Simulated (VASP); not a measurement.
A run of VASP 6.6.1 is set up as follows.

File POSCAR:

```
GeBr2
1.0
    6.6857388000      0.0000000000      0.0000000000
    0.0000000000      6.6857388000      0.0000000000
    0.0000000000      0.0000000000      4.0929186000
Ge Br
2 4
Direct
    0.0000000000      0.0000000000      0.0000000000
    0.5000000000      0.5000000000      0.5000000000
    0.2976057000      0.2976057000      0.0000000000
    0.7023943000      0.7023943000      0.0000000000
    0.2023943000      0.7976057000      0.5000000000
    0.7976057000      0.2023943000      0.5000000000
```

Contents of INCAR.step1:

```
SYSTEM = GeBr2
  ALGO = Normal
  EDIFF = 1E-4
  ENCUT = 520
  GGA = PE
  ISMEAR = 0
  LASPH = .TRUE.
  LCHARG = .FALSE.
  LREAL = .FALSE.
  LWAVE = .TRUE.
  NBANDS = 37
  NELM = 100
  PREC = Accurate
  SIGMA = 0.02
```

The input INCAR.step2:

```
SYSTEM = GeBr2
  ALGO = Normal
  EDIFF = 1E-6
  ENCUT = 520
  ISIF = 2
  ISMEAR = 0
  ISTART = 1
  LASPH = .TRUE.
  LCHARG = .FALSE.
  LMIXTAU = .TRUE.
  LREAL = .FALSE.
  LWAVE = .FALSE.
  METAGGA = R2SCAN
  NBANDS = 37
  NELM = 100
  PREC = Accurate
  SIGMA = 0.02
```

File KPOINTS:

```
k-points
0
G
  4 4 8
  0 0 0
```

Potentials or basis: VASP PAW PBE potentials, release 64 (Ge_d, Br).

Run with:

```sh
$ cat potpaw_PBE.64/Ge_d/POTCAR potpaw_PBE.64/Br/POTCAR > POTCAR
$ cp INCAR.step1 INCAR
$ mpirun -np 1 vasp_std > vasp.out
$ cp INCAR.step2 INCAR
$ mpirun -np 1 vasp_std > vasp.out
```

Q: Predict the pressure.

A: -0.1 GPa.

Q: Estimate the largest force.

A: 0.003 eV/Å.

Forces on the atoms (eV/Å):
```
Ge   0.000  0.000  0.000
Ge   0.000  0.000  0.000
Br   0.002  0.002  0.000
Br  -0.002 -0.002  0.000
Br  -0.002  0.002  0.000
Br   0.002 -0.002  0.000
```

Caveat: the PAW data sets were made with another functional, which shifts forces and pressure a little.
